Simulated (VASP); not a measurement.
# SnO (F-43m) in VASP: further runs

The runs below take SnO through single point, with r2SCAN, HSE06.

All numbers are computed with VASP 6.6.1; they aren't measurements. Logs are shortened: lines on timing, memory, paths and dates and some standing lists are left out, and cuts for length are marked.

## (1) The cell of the first run

The structure is cubic, space group F-43m (No. 216). The conventional cell has a = 5.416 Å, b = 5.416 Å, c = 5.416 Å, α = 90.00°, β = 90.00°, γ = 90.00°. Sn (site symmetry -43m) has 4 O at 2.35 Å within 3.1 Å. O (site symmetry -43m) has 4 Sn at 2.35 Å within 3.1 Å.

## (2) Single point, r2SCAN

The input, POSCAR:

```
SnO
1.0
    0.0000000000      2.7082147309      2.7082147309
    2.7082147309      0.0000000000      2.7082147309
    2.7082147309      2.7082147309      0.0000000000
Sn O
1 1
Direct
    0.0000000000      0.0000000000      0.0000000000
    0.2500000000      0.2500000000      0.2500000000
```

The input, INCAR.step1:

```
  PREC = Accurate
  ENCUT = 520
  ISMEAR = -1
  SIGMA = 0.02
  LREAL = F
  LASPH = T
  NELM = 60
  NBANDS = 17
  GGA = PE
  ALGO = Normal
  EDIFF = 1E-4
  LWAVE = T
  LCHARG = F
```

The input, INCAR.step2:

```
  PREC = Accurate
  ENCUT = 520
  EDIFF = 1E-6
  ISMEAR = -1
  SIGMA = 0.02
  LREAL = F
  LASPH = T
  NELM = 60
  ALGO = Normal
  ISIF = 2
  LWAVE = F
  LCHARG = F
  METAGGA = R2SCAN
  LMIXTAU = T
  NBANDS = 17
  ISTART = 1
```

The input, KPOINTS:

```
Automatic mesh
0
Gamma
  8 8 8
```

Potentials or basis: VASP PAW PBE potentials, release 64 (Sn_d, O).

Run with:

```
$ cat potpaw_PBE.64/Sn_d/POTCAR potpaw_PBE.64/O/POTCAR > POTCAR
$ cp INCAR.step1 INCAR
$ mpirun -np 1 vasp_std > vasp.out
$ cp INCAR.step2 INCAR
$ mpirun -np 1 vasp_std > vasp.out
```

OUTCAR:

```text
PREC = Accurate
   ENCUT = 520
   EDIFF = 1E-6
   ISMEAR = -1
   LREAL = F
   LASPH = T
   NELM = 60
   ISIF = 2
   METAGGA = R2SCAN
   ISTART = 1

 ion  position               nearest neighbor table
   1  0.000  0.000  0.000-   2 2.35   2 2.35   2 2.35   2 2.35
   2  0.250  0.250  0.250-   1 2.35   1 2.35   1 2.35   1 2.35

  LATTYP: Found a face centered cubic cell.
 ALAT       =     5.4164294618

  Lattice vectors:

 A1 = (   0.0000000000,   2.7082147309,   2.7082147309)
 A2 = (   2.7082147309,   0.0000000000,   2.7082147309)
 A3 = (   2.7082147309,   2.7082147309,   0.0000000000)

Analysis of symmetry for initial positions (statically):
=====================================================================
 Subroutine PRICEL returns:
 Original cell was already a primitive cell.

 Routine SETGRP: Setting up the symmetry group for a
 face centered cubic supercell.

 Subroutine GETGRP returns: Found 24 space group operations
 (whereof 24 operations were pure point group operations)
 out of a pool of 48 trial point group operations.

The static configuration has the point symmetry T_d .

Analysis of symmetry for dynamics (positions and initial velocities):
=====================================================================
 Subroutine PRICEL returns:
 Original cell was already a primitive cell.

 Routine SETGRP: Setting up the symmetry group for a
 face centered cubic supercell.

 Subroutine GETGRP returns: Found 24 space group operations
 (whereof 24 operations were pure point group operations)
 out of a pool of 48 trial point group operations.

The dynamic configuration has the point symmetry T_d .

 Subroutine INISYM returns: Found 24 space group operations
 (whereof 24 operations are pure point group operations),
 and found     1 'primitive' translations

----------------------------------------------------------------------------------------

                                     Primitive cell

  volume of cell :      39.7264

  direct lattice vectors                    reciprocal lattice vectors
     0.000000000  2.708214731  2.708214731    -0.184623470  0.184623470  0.184623470
     2.708214731  0.000000000  2.708214731     0.184623470 -0.184623470  0.184623470
     2.708214731  2.708214731  0.000000000     0.184623470  0.184623470 -0.184623470

  length of vectors
[... 77 lines left out ...]
   LNONCOLLINEAR =      F non collinear calculations
   LSORBIT =      F    spin-orbit coupling
   LASPH  =      T    aspherical Exc in radial PAW
   ENCUT  =  520.0 eV  38.22 Ry    6.18 a.u.   7.12  7.12  7.12*2*pi/ulx,y,z
   NELM   =     60;   NELMIN=  2; NELMDL=  0     # of ELM steps
   EDIFF  = 0.1E-05   stopping-criterion for ELM
   LREAL  =      F    real-space projection
   EDIFFG = 0.1E-04   stopping-criterion for IOM
   NSW    =      0    number of steps for IOM
   IBRION =     -1    ionic relax: 0-MD 1-quasi-New 2-CG
   NFREE  =      0    steps in history (QN), initial steepest desc. (CG)
   ISIF   =      2    stress and relaxation
   ISYM   =      2    0-nonsym 1-usesym 2-fastsym
   POTIM  = 0.5000    time-step for ionic-motion
   TEBEG  =    0.0;   TEEND  =   0.0 temperature during run
   PSTRESS=    0.0 pullay stress
   NELECT =      20.0000    total number of electrons
   NUPDOWN=      -1.0000    fix difference up-down
   EMIN   =  10.00;   EMAX   =-10.00  energy-range for DOS
   EFERMI =   0.00;   METHOD = LEGACY
   ISMEAR =    -1;   SIGMA  =   0.02  broadening in eV -4-tet -1-fermi 0-gaus
   EFERMI_NEDOS =   21; number of points for ismear=-14 and -15
   IALGO  =     38    algorithm
   IMIX   =      4    mixing-type and parameters
     AMIX     =   0.40;   BMIX     =  1.00
     AMIX_MAG =   1.60;   BMIX_MAG =  1.00
  volume/ion in A,a.u.               =      19.86       134.04
  Fermi-wavevector in a.u.,A,eV,Ry     =   1.302342  2.461070 23.076771  1.696095
  Thomas-Fermi vector in A             =   2.433416
   LORBIT       =      0    0 simple, 1 ext, 2 COOP (PROOUT), +10 PAW based schemes
   METAGGA = R2SCAN    functional components
   LHFCALC =     F    Hartree Fock is set to
   AEXX    =    0.0000 exact exchange contribution
   IVDW    =     0    specifies the selected vdW correction
   LEPSILON=     F    determine dielectric tensor
   LRPA    =     F    only Hartree local field effects (RPA)
 non-spin polarized calculation
  energy-cutoff  :      520.00
  volume of cell :       39.73
 maximum number of plane-waves:      1090
   NGX = 15   NGY = 15   NGZ = 15

 number of electron      19.9999996 magnetization

 Free energy of the ion-electron system (eV)
  ---------------------------------------------------
  ext. energy  EPLUGINS =         0.00000000
  ---------------------------------------------------
  free energy    TOTEN  =       -32.19977380 eV

  energy without entropy =      -32.19936235  energy(sigma->0) =      -32.19956808

 E-fermi :   6.1329     XC(G=0): -10.2846

 val. band max:        6.1320911199   @ k =  -0.2500   0.5000   0.2500
 cond. band min:       6.2371874065   @ k =  -0.3750   0.5000   0.1250
 fundamental gap:      0.1050962866
 Fermi energy:         6.1329107089

 k-point     1 :       0.0000    0.0000    0.0000
  band No.  band energies     occupation
      1     -16.4456      2.00000
      2     -16.4456      2.00000
      3     -16.4456      2.00000
      4     -16.3917      2.00000
      5     -16.3917      2.00000
      6     -14.1179      2.00000
[... 457 lines left out ...]
      4     -16.3870      2.00000
      5     -16.3758      2.00000
      6     -13.3725      2.00000
[... 9 lines left out ...]
     16      18.9582      0.00000
     17      20.7609      0.00000

 [... further k-points ...]

------------------------ aborting loop because EDIFF is reached ----------------------------------------

  FORCE on cell =-STRESS in cart. coord.  units (eV):
  Direction    XX          YY          ZZ          XY          YZ          ZX
  --------------------------------------------------------------------------------------
  -------------------------------------------------------------------------------------
  Total        0.0756897      0.0756897      0.0756897     -0.0000000      0.0000000     -0.0000000
  in kB        3.0525865      3.0525865      3.0525865     -0.0000000      0.0000000     -0.0000000
  external PRESSURE =       3.0525865 kB  Pullay stress =       0.0000000 kB

 VOLUME and BASIS-vectors are now :
 -----------------------------------------------------------------------------
  energy-cutoff  :      520.00
  volume of cell :       39.73
      direct lattice vectors                 reciprocal lattice vectors
     0.000000000  2.708214731  2.708214731    -0.184623470  0.184623470  0.184623470
     2.708214731  0.000000000  2.708214731     0.184623470 -0.184623470  0.184623470
     2.708214731  2.708214731  0.000000000     0.184623470  0.184623470 -0.184623470

 POSITION                                       TOTAL-FORCE (eV/Angst)
 -----------------------------------------------------------------------------------
      0.00000      0.00000      0.00000         0.000000      0.000000      0.000000
      1.35411      1.35411      1.35411        -0.000000     -0.000000     -0.000000
 -----------------------------------------------------------------------------------
    total drift:                               -0.000002     -0.000002     -0.000002

  FREE ENERGIE OF THE ION-ELECTRON SYSTEM (eV)
  ---------------------------------------------------
  free  energy   TOTEN  =       -32.1997738003 eV

  energy  without entropy=      -32.1993623510  energy(sigma->0) =      -32.19956808
```

It took 59 s on 1 thread of AMD EPYC 7R13 (Zen 3), shared host; peak memory 0.14 GiB.

What came out:

* Free energy: -32.1998 eV
* Pressure: 0.3 GPa
* Band gap on the k mesh: zero (bands 10 and 11 overlap by 0.19 eV)

Levels at points of the mesh, in eV from the Fermi level:
| k point | band 6 | band 7 | band 8 | band 9 | band 10 | band 11 | band 12 | band 13 | band 14 | band 15 |
| --- | --- | --- | --- | --- | --- | --- | --- | --- | --- | --- |
| (0.00, 0.00, 0.00) | -20.25 | -6.51 | -4.00 | -4.00 | -4.00 | 4.63 | 4.63 | 4.63 | 9.45 | 11.85 |
| (0.50, 0.00, 0.00) | -19.60 | -8.36 | -4.44 | -4.44 | -2.49 | 1.71 | 4.77 | 4.77 | 8.85 | 11.48 |
| (0.50, 0.50, 0.00) | -19.42 | -8.17 | -5.21 | -5.21 | -0.63 | -0.19 | 5.44 | 5.44 | 5.58 | 10.72 |

Caveat: the structure was generated, so it needn't be the stable form of SnO; semilocal functionals underestimate gaps, and a narrow one can read as zero; the PAW data sets were made with another functional, which shifts forces and pressure a little; spin-orbit coupling is left out, which moves the levels of the heavy elements.

## (3) Single point, r2SCAN (strain +0.5%)

The input, POSCAR:

```
SnO
1.0
    0.0000000000      2.7217558045      2.7217558045
    2.7217558045      0.0000000000      2.7217558045
    2.7217558045      2.7217558045      0.0000000000
Sn O
1 1
Direct
    0.0000000000      0.0000000000      0.0000000000
    0.2500000000      0.2500000000      0.2500000000
```

The input, INCAR.step1:

```
PREC = Accurate
ENCUT = 520
ISMEAR = -1
SIGMA = 0.02
LREAL = F
LASPH = T
NELM = 80
NBANDS = 17
GGA = PE
ALGO = Normal
EDIFF = 1E-4
LWAVE = T
LCHARG = F
```

The input, INCAR.step2:

```
PREC = Accurate
ENCUT = 520
EDIFF = 1E-7
ISMEAR = -1
SIGMA = 0.02
LREAL = F
LASPH = T
NELM = 80
ALGO = Normal
ISIF = 2
LWAVE = F
LCHARG = F
METAGGA = R2SCAN
LMIXTAU = T
NBANDS = 17
ISTART = 1
```

KPOINTS is that of step 2.

Potentials or basis: VASP PAW PBE potentials, release 64 (Sn_d, O).

Run with:

```
$ cat potpaw_PBE.64/Sn_d/POTCAR potpaw_PBE.64/O/POTCAR > POTCAR
$ cp INCAR.step1 INCAR
$ mpirun -np 1 vasp_std > vasp.out
$ cp INCAR.step2 INCAR
$ mpirun -np 1 vasp_std > vasp.out
```

OUTCAR:

```text
PREC = Accurate
   ENCUT = 520
   EDIFF = 1E-7
   ISMEAR = -1
   LREAL = F
   LASPH = T
   NELM = 80
   ISIF = 2
   METAGGA = R2SCAN
   ISTART = 1

 ion  position               nearest neighbor table
   1  0.000  0.000  0.000-   2 2.36   2 2.36   2 2.36   2 2.36
   2  0.250  0.250  0.250-   1 2.36   1 2.36   1 2.36   1 2.36

  LATTYP: Found a face centered cubic cell.
 ALAT       =     5.4435116090

  Lattice vectors:

 A1 = (   0.0000000000,   2.7217558045,   2.7217558045)
 A2 = (   2.7217558045,   0.0000000000,   2.7217558045)
 A3 = (   2.7217558045,   2.7217558045,   0.0000000000)

Analysis of symmetry for initial positions (statically):
=====================================================================
 Subroutine PRICEL returns:
 Original cell was already a primitive cell.

 Routine SETGRP: Setting up the symmetry group for a
 face centered cubic supercell.

 Subroutine GETGRP returns: Found 24 space group operations
 (whereof 24 operations were pure point group operations)
 out of a pool of 48 trial point group operations.

The static configuration has the point symmetry T_d .
[... 157 lines left out ...]
  free energy    TOTEN  =       -32.19960498 eV

  energy without entropy =      -32.19922511  energy(sigma->0) =      -32.19941504

 E-fermi :   5.9247     XC(G=0): -10.2050

 val. band max:        5.9231076020   @ k =  -0.2500   0.5000   0.2500
 cond. band min:       6.0913136620   @ k =  -0.3750   0.5000   0.1250
 fundamental gap:      0.1682060601
 Fermi energy:         5.9246906533

 k-point     1 :       0.0000    0.0000    0.0000
  band No.  band energies     occupation
      1     -16.6032      2.00000
      2     -16.6032      2.00000
      3     -16.6032      2.00000
      4     -16.5532      2.00000
      5     -16.5532      2.00000
      6     -14.1702      2.00000
[... 457 lines left out ...]
      4     -16.5485      2.00000
      5     -16.5379      2.00000
      6     -13.4650      2.00000
[... 9 lines left out ...]
     16      18.6737      0.00000
     17      20.4821      0.00000

 [... further k-points ...]

------------------------ aborting loop because EDIFF is reached ----------------------------------------

  FORCE on cell =-STRESS in cart. coord.  units (eV):
  Direction    XX          YY          ZZ          XY          YZ          ZX
  --------------------------------------------------------------------------------------
  -------------------------------------------------------------------------------------
  Total       -0.1784125     -0.1784125     -0.1784125      0.0000000      0.0000000     -0.0000000
  in kB       -7.0885646     -7.0885646     -7.0885646      0.0000000      0.0000000     -0.0000000
  external PRESSURE =      -7.0885646 kB  Pullay stress =       0.0000000 kB

 VOLUME and BASIS-vectors are now :
 -----------------------------------------------------------------------------
  energy-cutoff  :      520.00
  volume of cell :       40.33
      direct lattice vectors                 reciprocal lattice vectors
     0.000000000  2.721755804  2.721755804    -0.183704945  0.183704945  0.183704945
     2.721755804  0.000000000  2.721755804     0.183704945 -0.183704945  0.183704945
     2.721755804  2.721755804  0.000000000     0.183704945  0.183704945 -0.183704945

 POSITION                                       TOTAL-FORCE (eV/Angst)
 -----------------------------------------------------------------------------------
      0.00000      0.00000      0.00000        -0.000000     -0.000000     -0.000000
      1.36088      1.36088      1.36088         0.000000      0.000000      0.000000
 -----------------------------------------------------------------------------------
    total drift:                                0.000003      0.000003      0.000003

  FREE ENERGIE OF THE ION-ELECTRON SYSTEM (eV)
  ---------------------------------------------------
  free  energy   TOTEN  =       -32.1996049762 eV

  energy  without entropy=      -32.1992251077  energy(sigma->0) =      -32.19941504
```

OUTCAR.step1:

```text
PREC = Accurate
   ENCUT = 520
   ISMEAR = -1
   LREAL = F
   LASPH = T
   NELM = 80
[... 699 lines left out ...]
 -----------------------------------------------------------------------------------
      0.00000      0.00000      0.00000        -0.000000      0.000000     -0.000000
      1.36088      1.36088      1.36088         0.000000     -0.000000      0.000000
 -----------------------------------------------------------------------------------
    total drift:                               -0.000000     -0.000000     -0.000000

  FREE ENERGIE OF THE ION-ELECTRON SYSTEM (eV)
  ---------------------------------------------------
  free  energy   TOTEN  =       -10.4525520441 eV

  energy  without entropy=      -10.4521190911  energy(sigma->0) =      -10.45233557
```

OSZICAR.step1:

```text
N       E                     dE             d eps       ncg     rms          rms(c)
DAV:   1     0.152753613929E+03    0.15275E+03   -0.10199E+04  1011   0.164E+03
DAV:   2     0.321189533835E+01   -0.14954E+03   -0.14282E+03  1074   0.387E+02
DAV:   3    -0.122933803197E+02   -0.15505E+02   -0.15399E+02  1155   0.111E+02
DAV:   4    -0.126442259635E+02   -0.35085E+00   -0.35057E+00  1197   0.180E+01
DAV:   5    -0.126539357620E+02   -0.97098E-02   -0.97094E-02  1345   0.286E+00    0.871E+00
DAV:   6    -0.107687249946E+02    0.18852E+01   -0.14124E+01  1471   0.430E+01    0.539E+00
DAV:   7    -0.104827879614E+02    0.28594E+00   -0.27290E+00  1200   0.871E+00    0.139E+00
DAV:   8    -0.104541053290E+02    0.28683E-01   -0.14361E-01  1057   0.292E+00    0.485E-01
DAV:   9    -0.104522969094E+02    0.18084E-02   -0.13192E-02  1317   0.968E-01    0.143E-01
DAV:  10    -0.104528834852E+02   -0.58658E-03   -0.57687E-03  1487   0.561E-01    0.132E-01
DAV:  11    -0.104525497683E+02    0.33372E-03   -0.24890E-03  1476   0.307E-01    0.201E-02
DAV:  12    -0.104525520441E+02   -0.22758E-05   -0.14357E-04   618   0.816E-02
   1 F= -.10452552E+02 E0= -.10452336E+02  d E =-.432953E-03
```

Run time: 85 s. Hardware: 1 thread of AMD EPYC 7R13 (Zen 3), shared host; peak memory 0.15 GiB.

Results:

| Property | Result |
| --- | --- |
| Free energy | -32.1996 eV |
| Pressure | -0.7 GPa |
| Band gap on the k mesh | zero (bands 10 and 11 overlap by 0.19 eV) |

Levels at points of the mesh, in eV from the Fermi level:
```tsv
k point	band 6	band 7	band 8	band 9	band 10	band 11	band 12	band 13	band 14	band 15
(0.00, 0.00, 0.00)	-20.09	-6.47	-3.89	-3.89	-3.89	4.61	4.61	4.61	9.36	11.84
(0.50, 0.00, 0.00)	-19.48	-8.23	-4.32	-4.32	-2.45	1.75	4.76	4.76	8.85	11.44
(0.50, 0.50, 0.00)	-19.31	-8.05	-5.07	-5.07	-0.56	-0.19	5.42	5.42	5.62	10.65
```

Caveat: the cell differs from its parent crystal (strain +0.5%); the structure was generated, so it needn't be the stable form of SnO; semilocal functionals underestimate gaps, and a narrow one can read as zero; the PAW data sets were made with another functional, which shifts forces and pressure a little; spin-orbit coupling is left out, which moves the levels of the heavy elements.

## (4) Single point, HSE06 (strain +0.5%)

POSCAR is that of step 3.

The input, INCAR.step1:

```
SYSTEM = SnO
ALGO = Normal ; EDIFF = 1E-5
ENCUT = 520 ; GGA = PE
ISIF = 2 ; ISMEAR = -1
LASPH = .TRUE. ; LREAL = .FALSE.
LWAVE = .TRUE. ; NBANDS = 17
NELM = 100 ; PREC = Accurate
SIGMA = 0.02
```

The input, INCAR.step2:

```
SYSTEM = SnO
ALGO = Normal ; EDIFF = 1E-7
ENCUT = 520 ; GGA = PE
HFSCREEN = 0.2079 ; ISIF = 2
ISMEAR = -1 ; ISTART = 1
LASPH = .TRUE. ; LCHARG = .TRUE.
LELF = .TRUE. ; LHFCALC = .TRUE.
LREAL = .FALSE. ; LVHAR = .TRUE.
LWAVE = .FALSE. ; NBANDS = 17
NELM = 100 ; PREC = Accurate
PRECFOCK = Normal ; SIGMA = 0.02
```

The input, KPOINTS:

```
k-points
0
G
  6 6 6
  0 0 0
```

Run with:

```
$ cat potpaw_PBE.64/Sn_d/POTCAR potpaw_PBE.64/O/POTCAR > POTCAR
$ cp INCAR.step1 INCAR
$ mpirun -np 1 vasp_std > vasp.out
$ cp INCAR.step2 INCAR
$ mpirun -np 1 vasp_std > vasp.out
```

Run time: 1.9 h. Hardware: 1 thread of Oxide Virtual Turin-like, shared host; peak memory 0.26 GiB.

Results (log left out):

- Free energy: -12.7423 eV
- Pressure: -0.6 GPa
- Band gap on the k mesh: zero (bands 10 and 11 overlap by 0.16 eV)

Levels at points of the mesh, in eV from the Fermi level:
```csv
k point,band 8,band 9,band 10,band 11,band 12,band 13
"(0.00, 0.00, 0.00)",-4.35,-4.35,-4.35,5.22,5.22,5.22
"(0.50, 0.00, 0.00)",-4.79,-4.79,-2.59,2.14,5.35,5.35
"(0.50, 0.50, 0.00)",-5.57,-5.57,-0.32,-0.18,6.06,6.08
```

Caveat: the cell differs from its parent crystal (strain +0.5%); the structure was generated, so it needn't be the stable form of SnO; the PAW data sets were made with another functional, which shifts forces and pressure a little; spin-orbit coupling is left out, which moves the levels of the heavy elements.

## (5) The runs side by side

```csv
level,cell,k mesh,grid for exact exchange (PRECFOCK),share of exact exchange,screening parameter,gap on the mesh (eV),pressure (GPa)
r2SCAN,"a = 3.830 Å, angles 60.0°, 2 atoms",8 × 8 × 8,-,-,-,none,0.3
r2SCAN,"a = 3.849 Å, angles 60.0°, 2 atoms",8 × 8 × 8,-,-,-,none,-0.7
HSE06,"a = 3.849 Å, angles 60.0°, 2 atoms",6 × 6 × 6,Normal,0.25,0.2079 1/Å,none,-0.6
```

Alike in all rows: task single point; potentials or basis VASP PAW PBE potentials, release 64 (Sn_d, O); no spin polarisation; cutoff (eV) 520; smearing fermi-dirac 0.02 eV.

Caveats: the structure was generated, so it needn't be the stable form of SnO; the PAW data sets were made with another functional, which shifts forces and pressure a little; spin-orbit coupling is left out, which moves the levels of the heavy elements; semilocal functionals underestimate gaps, and a narrow one can read as zero (at least some runs).

Total energies depend on the potentials used, so only differences within one code and one set of settings carry meaning.

The gap in the log of VASP goes by the Fermi energy; the results here count the filled bands.